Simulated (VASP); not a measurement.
# S (Im-3m) in VASP: a series of runs

S is run at these levels: PBE; tasks: relaxation of cell and atoms.

Everything below comes from runs of VASP 6.6.1. Logs are shortened: lines on timing, memory, paths and dates and some standing lists are left out, and cuts for length are marked.

### Step 1. The cell of the first run

It takes space group Im-3m (No. 229, cubic). The conventional cell has a = 2.926 Å, b = 2.926 Å, c = 2.926 Å, α = 90.00°, β = 90.00°, γ = 90.00°. S (site symmetry m-3m) has 14 S at 2.53 to 2.93 Å within 3.3 Å.

### Step 2. Relaxation of cell and atoms, PBE, target pressure 30 GPa, at which the enthalpy is minimised

The input, INCAR:

```
SYSTEM = S
PREC = Accurate
ENCUT = 600
EDIFF = 1E-6
ISMEAR = -1
SIGMA = 0.1
LREAL = .False.
LASPH = .True.
NELM = 60
ALGO = Normal
ISIF = 3
LWAVE = .False.
LCHARG = .False.
GGA = PE
IBRION = 2
NSW = 60
EDIFFG = -0.005
PSTRESS = 300.0
```

The input, KPOINTS:

```
Automatic mesh
0
Gamma
  18 18 18
  0 0 0
```

The input, POSCAR:

```
S
1.0
   -1.4632206021      1.4632206021      1.4632206021
    1.4632206021     -1.4632206021      1.4632206021
    1.4632206021      1.4632206021     -1.4632206021
S
1
Direct
    0.0000000000      0.0000000000      0.0000000000
```

Potentials or basis: VASP PAW PBE potentials, release 64 (S).

Command:

```sh
$ cat potpaw_PBE.64/S/POTCAR > POTCAR
$ mpirun -np 1 vasp_std > vasp.out
```

OUTCAR:

```text
SYSTEM = S
   PREC = Accurate
   ENCUT = 600
   EDIFF = 1E-6
   ISMEAR = -1
   LREAL = .False.
   LASPH = .True.
   NELM = 60
   ISIF = 3
   GGA = PE
   IBRION = 2
   NSW = 60
   EDIFFG = -0.005
   PSTRESS = 300.0

 ion  position               nearest neighbor table
   1  0.000  0.000  0.000-

  LATTYP: Found a body centered cubic cell.
 ALAT       =     2.9264412042

  Lattice vectors:

 A1 = (  -1.4632206021,   1.4632206021,   1.4632206021)
 A2 = (   1.4632206021,  -1.4632206021,   1.4632206021)
 A3 = (   1.4632206021,   1.4632206021,  -1.4632206021)

Analysis of symmetry for initial positions (statically):
=====================================================================
 Subroutine PRICEL returns:
 Original cell was already a primitive cell.

 Routine SETGRP: Setting up the symmetry group for a
 body centered cubic supercell.

 Subroutine GETGRP returns: Found 48 space group operations
 (whereof 48 operations were pure point group operations)
 out of a pool of 48 trial point group operations.

The static configuration has the point symmetry O_h .

Analysis of symmetry for dynamics (positions and initial velocities):
=====================================================================
 Subroutine PRICEL returns:
 Original cell was already a primitive cell.

 Routine SETGRP: Setting up the symmetry group for a
 body centered cubic supercell.

 Subroutine GETGRP returns: Found 48 space group operations
 (whereof 48 operations were pure point group operations)
 out of a pool of 48 trial point group operations.

The dynamic configuration has the point symmetry O_h .

 Subroutine INISYM returns: Found 48 space group operations
 (whereof 48 operations are pure point group operations),
 and found     1 'primitive' translations

----------------------------------------------------------------------------------------

                                     Primitive cell

  volume of cell :      12.5311

  direct lattice vectors                    reciprocal lattice vectors
    -1.463220602  1.463220602  1.463220602     0.000000000  0.341711974  0.341711974
     1.463220602 -1.463220602  1.463220602     0.341711974  0.000000000  0.341711974
     1.463220602  1.463220602 -1.463220602     0.341711974  0.341711974  0.000000000

  length of vectors
     2.534372426  2.534372426  2.534372426     0.483253708  0.483253708  0.483253708

  position of ions in fractional coordinates (direct lattice)
     0.000000000  0.000000000  0.000000000

  ion indices of the primitive-cell ions
   primitive index   ion index
                 1           1

----------------------------------------------------------------------------------------

 KPOINTS: Automatic mesh

Automatic generation of k-mesh.
 Grid dimensions read from file:
 generate k-points for:   18   18   18

 Generating k-lattice:

  Cartesian coordinates                     Fractional coordinates (reciprocal lattice)
     0.000000000  0.018983999  0.018983999     0.055555556  0.000000000  0.000000000
     0.018983999  0.000000000  0.018983999     0.000000000  0.055555556  0.000000000
     0.018983999  0.018983999  0.000000000     0.000000000  0.000000000  0.055555556

  Length of vectors
     0.026847428  0.026847428  0.026847428

  Shift w.r.t. Gamma in fractional coordinates (k-lattice)
     0.000000000  0.000000000  0.000000000

 Subroutine IBZKPT returns following result:
 ===========================================

 Found    195 irreducible k-points:

 Following reciprocal coordinates:
            Coordinates               Weight
  0.000000  0.000000  0.000000      1.000000
  0.055556  0.000000  0.000000     12.000000
  0.111111  0.000000  0.000000     12.000000
  0.166667  0.000000  0.000000     12.000000
  0.222222  0.000000  0.000000     12.000000
  0.277778  0.000000  0.000000     12.000000
[... 16 lines left out ...]
  0.333333  0.111111  0.000000     48.000000
  0.388889  0.111111 -0.000000     48.000000
 [... further k-points ...]
   k-points           NKPTS =    195   k-points in BZ     NKDIM =    195   number of bands    NBANDS=      7
   number of dos      NEDOS =    301   number of ions     NIONS =      1
   total plane-waves  NPLWV =   8000
   dimension x,y,z NGX =    20 NGY =   20 NGZ =   20
   dimension x,y,z NGXF=    40 NGYF=   40 NGZF=   40
   ions per type =               1
   NGX,Y,Z   is equivalent  to a cutoff of  13.12, 13.12, 13.12 a.u.
   NGXF,Y,Z  is equivalent  to a cutoff of  26.24, 26.24, 26.24 a.u.
 SYSTEM =  S
   PREC   = accura    normal or accurate (medium, high low for compatibility)
   ISTART =      0    job   : 0-new  1-cont  2-samecut
   ICHARG =      2    charge: 1-file 2-atom 10-const
   ISPIN  =      1    spin polarized calculation?
   LNONCOLLINEAR =      F non collinear calculations
   LSORBIT =      F    spin-orbit coupling
   LASPH  =      T    aspherical Exc in radial PAW
   ENCUT  =  600.0 eV  44.10 Ry    6.64 a.u.   5.06  5.06  5.06*2*pi/ulx,y,z
   NELM   =     60;   NELMIN=  2; NELMDL= -5     # of ELM steps
   EDIFF  = 0.1E-05   stopping-criterion for ELM
   LREAL  =      F    real-space projection
   EDIFFG = -.5E-02   stopping-criterion for IOM
   NSW    =     60    number of steps for IOM
   IBRION =      2    ionic relax: 0-MD 1-quasi-New 2-CG
   NFREE  =      1    steps in history (QN), initial steepest desc. (CG)
   ISIF   =      3    stress and relaxation
   ISYM   =      2    0-nonsym 1-usesym 2-fastsym
   POTIM  = 0.5000    time-step for ionic-motion
   TEBEG  =    0.0;   TEEND  =   0.0 temperature during run
   PSTRESS=  300.0 pullay stress
   NELECT =       6.0000    total number of electrons
   NUPDOWN=      -1.0000    fix difference up-down
   EMIN   =  10.00;   EMAX   =-10.00  energy-range for DOS
   EFERMI =   0.00;   METHOD = LEGACY
   ISMEAR =    -1;   SIGMA  =   0.10  broadening in eV -4-tet -1-fermi 0-gaus
   EFERMI_NEDOS =   21; number of points for ismear=-14 and -15
   IALGO  =     38    algorithm
   IMIX   =      4    mixing-type and parameters
     AMIX     =   0.40;   BMIX     =  1.00
     AMIX_MAG =   1.60;   BMIX_MAG =  1.00
  volume/ion in A,a.u.               =      12.53        84.56
  Fermi-wavevector in a.u.,A,eV,Ry     =   1.280743  2.420254 22.317684  1.640304
  Thomas-Fermi vector in A             =   2.413154
   LORBIT       =      0    0 simple, 1 ext, 2 COOP (PROOUT), +10 PAW based schemes
   GGA     = PE    functional components
   LHFCALC =     F    Hartree Fock is set to
   AEXX    =    0.0000 exact exchange contribution
   IVDW    =     0    specifies the selected vdW correction
   LEPSILON=     F    determine dielectric tensor
   LRPA    =     F    only Hartree local field effects (RPA)
 conjugate gradient relaxation of ions
 non-spin polarized calculation
  energy-cutoff  :      600.00
  volume of cell :       12.53
 maximum number of plane-waves:       432
   NGX = 11   NGY = 11   NGZ = 11

--------------------------------------- Ionic step        1  -------------------------------------------

 number of electron       6.0000002 magnetization

 Free energy of the ion-electron system (eV)
  ---------------------------------------------------
  ext. energy  EPLUGINS =         0.00000000
  ---------------------------------------------------
  free energy    TOTEN  =        -2.76233309 eV

  energy without entropy =       -2.74580697  energy(sigma->0) =       -2.75407003

------------------------ aborting loop because EDIFF is reached ----------------------------------------

  FORCE on cell =-STRESS in cart. coord.  units (eV):
  Direction    XX          YY          ZZ          XY          YZ          ZX
  --------------------------------------------------------------------------------------
  -------------------------------------------------------------------------------------
  Total        2.4018863      2.4018863      2.4018863     -0.0000000      0.0000000      0.0000000
  in kB      307.0956153    307.0956153    307.0956153     -0.0000000      0.0000000      0.0000000
  external PRESSURE =       7.0956153 kB  Pullay stress =     300.0000000 kB

 VOLUME and BASIS-vectors are now :
 -----------------------------------------------------------------------------
  energy-cutoff  :      600.00
  volume of cell :       12.53
      direct lattice vectors                 reciprocal lattice vectors
    -1.463220602  1.463220602  1.463220602     0.000000000  0.341711974  0.341711974
     1.463220602 -1.463220602  1.463220602     0.341711974  0.000000000  0.341711974
     1.463220602  1.463220602 -1.463220602     0.341711974  0.341711974  0.000000000
[... 44 lines left out ...]
  FREE ENERGIE OF THE ION-ELECTRON SYSTEM (eV)
  ---------------------------------------------------
  free  energy   TOTEN  =        -2.7811766243 eV

  energy  without entropy=       -2.7646139489  energy(sigma->0) =       -2.77289529

  enthalpy is  TOTEN    =        -0.4158906374 eV   P V=        2.3652859869

--------------------------------------- Ionic step        3  -------------------------------------------

 number of electron       6.0000002 magnetization

 Free energy of the ion-electron system (eV)
  ---------------------------------------------------
  ext. energy  EPLUGINS =         0.00000000
  ---------------------------------------------------
  free energy    TOTEN  =        -2.77080806 eV

  energy without entropy =       -2.75426649  energy(sigma->0) =       -2.76253728

 E-fermi :  11.3356     XC(G=0): -12.2877

 val. band max:       11.3174824166   @ k =  -0.4444   0.4444   0.0556
 cond. band min:      11.3376261077   @ k =   0.3889   0.0556   0.0000
 fundamental gap:      0.0201436911
 Fermi energy:        11.3355538021

 k-point     1 :       0.0000    0.0000    0.0000
  band No.  band energies     occupation
      1      -8.1810      2.00000
      2      15.8199      0.00000
      3      15.8199      0.00000
      4      15.8199      0.00000
      5      23.7002      0.00000
      6      23.7002      0.00000
      7      23.7002      0.00000

 k-point     2 :       0.0556    0.0000    0.0000
  band No.  band energies     occupation
      1      -8.0843      2.00000
      2      15.3023      0.00000
      3      15.5709      0.00000
      4      15.7789      0.00000
      5      23.4360      0.00000
      6      23.7275      0.00000
      7      24.1266      0.00000
[... 201 lines left out ...]
 k-point    23 :       0.3333    0.1111    0.0000
  band No.  band energies     occupation
      1      -3.4257      2.00000
      2       4.2372      2.00000
      3      10.3898      1.99984
      4      13.5701      0.00000
      5      19.9643      0.00000
      6      21.6843      0.00000
      7      27.9581      0.00000

 k-point    24 :       0.3889    0.1111   -0.0000
  band No.  band energies     occupation
      1      -2.3395      2.00000
      2       2.6983      2.00000
      3      10.1096      1.99999
      4      13.4091      0.00000
      5      19.7102      0.00000
      6      21.5359      0.00000
      7      28.9053      0.00000

 [... further k-points ...]

------------------------ aborting loop because EDIFF is reached ----------------------------------------

  FORCE on cell =-STRESS in cart. coord.  units (eV):
  Direction    XX          YY          ZZ          XY          YZ          ZX
  --------------------------------------------------------------------------------------
  -------------------------------------------------------------------------------------
  Total        2.3551365      2.3551365      2.3551365      0.0000000      0.0000000      0.0000000
  in kB      300.0470942    300.0470942    300.0470942      0.0000000      0.0000000      0.0000000
  external PRESSURE =       0.0470942 kB  Pullay stress =     300.0000000 kB

 VOLUME and BASIS-vectors are now :
 -----------------------------------------------------------------------------
  energy-cutoff  :      600.00
  volume of cell :       12.58
      direct lattice vectors                 reciprocal lattice vectors
    -1.464959940  1.464959940  1.464959940     0.000000000  0.341306261  0.341306261
     1.464959940 -1.464959940  1.464959940     0.341306261  0.000000000  0.341306261
     1.464959940  1.464959940 -1.464959940     0.341306261  0.341306261  0.000000000

 POSITION                                       TOTAL-FORCE (eV/Angst)
 -----------------------------------------------------------------------------------
      0.00000      0.00000      0.00000         0.000000     -0.000000      0.000000
 -----------------------------------------------------------------------------------
    total drift:                               -0.000000     -0.000000      0.000000

  FREE ENERGIE OF THE ION-ELECTRON SYSTEM (eV)
  ---------------------------------------------------
  free  energy   TOTEN  =        -2.7708080610 eV

  energy  without entropy=       -2.7542664904  energy(sigma->0) =       -2.76253728

  enthalpy is  TOTEN    =        -0.4160412262 eV   P V=        2.3547668348

 reached required accuracy - stopping structural energy minimisation
```

It took 65 s on 1 thread of AMD EPYC 7R13, shared host; peak memory 0.1 GiB.

What came out:

| Quantity | Value |
| --- | --- |
| Free energy | -2.7708 eV |
| Relaxed volume | 12.58 Å³/atom |
| Relaxed cell | a = 2.537 Å, b = 2.537 Å, c = 2.537 Å, α = 109.47°, β = 109.47°, γ = 109.47° |
| Space group after relaxing (to 0.05 Å) | Im-3m (No. 229) |
| Energy change on relaxing (the enthalpy is what falls) | -8.5 meV/atom |
| Ionic steps | 3 |
| Pressure after relaxing | 30.0 GPa |
| Band gap on the k mesh | zero (band 3 reaches 15.82 eV, above the bottom of band 4 at 6.42 eV) |

The path:
```
step  energy change (eV)  largest force (eV/Å)  pressure (GPa)  volume (Å³)
   1              0.0000                0.0000           30.71        12.53
   2             -0.0188                0.0000           29.14        12.63
   3             -0.0085                0.0000           30.00        12.58
```

Final structure:
```
S
1.0
    -1.46496    1.46496    1.46496
     1.46496   -1.46496    1.46496
     1.46496    1.46496   -1.46496
S
1
Direct
  0.00000 0.00000 0.00000
```

Caveat: the cell is relaxed towards a set pressure, so the enthalpy falls and the energy may rise.

### Step 3. Relaxation of cell and atoms, PBE, target pressure 30 GPa, at which the enthalpy is minimised

This run uses another cell than the first one, of 12.60 Å³/atom, 1.005 times its volume.

The input, INCAR:

```
SYSTEM = S
  PREC = Accurate
  ENCUT = 600
  EDIFF = 1E-6
  ISMEAR = -1
  SIGMA = 0.1
  LREAL = .FALSE.
  LASPH = .TRUE.
  NELM = 60
  ALGO = Normal
  ISIF = 3
  LWAVE = .FALSE.
  LCHARG = .FALSE.
  GGA = PE
  IBRION = 2
  NSW = 32
  EDIFFG = -0.005
  PSTRESS = 300.0
```

The input, KPOINTS:

```
regular mesh
0
G
  18 18 18
  0 0 0
```

The input, POSCAR:

```
S
1.0
   -1.4657827337      1.4657827337      1.4657827337
    1.4657827337     -1.4657827337      1.4657827337
    1.4657827337      1.4657827337     -1.4657827337
S
1
Direct
    0.0000000000      0.0000000000      0.0000000000
```

Potentials or basis: VASP PAW PBE potentials, release 64 (S).

Command:

```sh
$ cat potpaw_PBE.64/S/POTCAR > POTCAR
$ mpirun -np 1 vasp_std > vasp.out
```

Wall time 63 s (1 thread of AMD EPYC 7R13, shared host); peak memory 0.1 GiB.

Results (log left out):

```
Free energy                                            : -2.7710 eV
Relaxed volume                                         : 12.58 Å³/atom
Relaxed cell                                           : a = 2.537 Å, b = 2.537 Å, c = 2.537 Å, α = 109.47°, β = 109.47°, γ = 109.47°
Space group after relaxing (to 0.05 Å)                 : Im-3m (No. 229)
Energy change on relaxing (the enthalpy is what falls) : +3.8 meV/atom
Ionic steps                                            : 3
Pressure after relaxing                                : 30.0 GPa
Band gap on the k mesh                                 : zero (band 3 reaches 15.82 eV, above the bottom of band 4 at 6.42 eV)
```

The path:
| step | energy change (eV) | largest force (eV/Å) | pressure (GPa) | volume (Å³) |
| --- | --- | --- | --- | --- |
| 1 | 0.0000 | 0.0000 | 29.69 | 12.60 |
| 2 | 0.0084 | 0.0000 | 30.37 | 12.55 |
| 3 | 0.0038 | 0.0000 | 30.00 | 12.58 |

Final structure:
```cif
data_structure
_symmetry_space_group_name_H-M 'P 1'
_symmetry_Int_Tables_number 1
_cell_length_a 2.5374
_cell_length_b 2.5374
_cell_length_c 2.5374
_cell_angle_alpha 109.471
_cell_angle_beta 109.471
_cell_angle_gamma 109.471
_cell_volume 12.58
loop_
_atom_site_label
_atom_site_type_symbol
_atom_site_fract_x
_atom_site_fract_y
_atom_site_fract_z
_atom_site_occupancy
S1 S 0.00000 0.00000 0.00000 1
```

Levels at points of the mesh, in eV from the Fermi level:
```
           k point  band 1  band 2  band 3  band 4  band 5  band 6  band 7
(0.00, 0.00, 0.00)  -19.52    4.48    4.48    4.48   12.36   12.36   12.36
(0.50, 0.00, 0.00)  -13.34   -9.64    0.20    3.10    7.61    7.74   19.79
(0.50, 0.50, 0.50)   -8.39   -4.57   -4.57   -4.57    2.50    2.50   24.38
```

Caveat: the cell is relaxed towards a set pressure, so the enthalpy falls and the energy may rise.
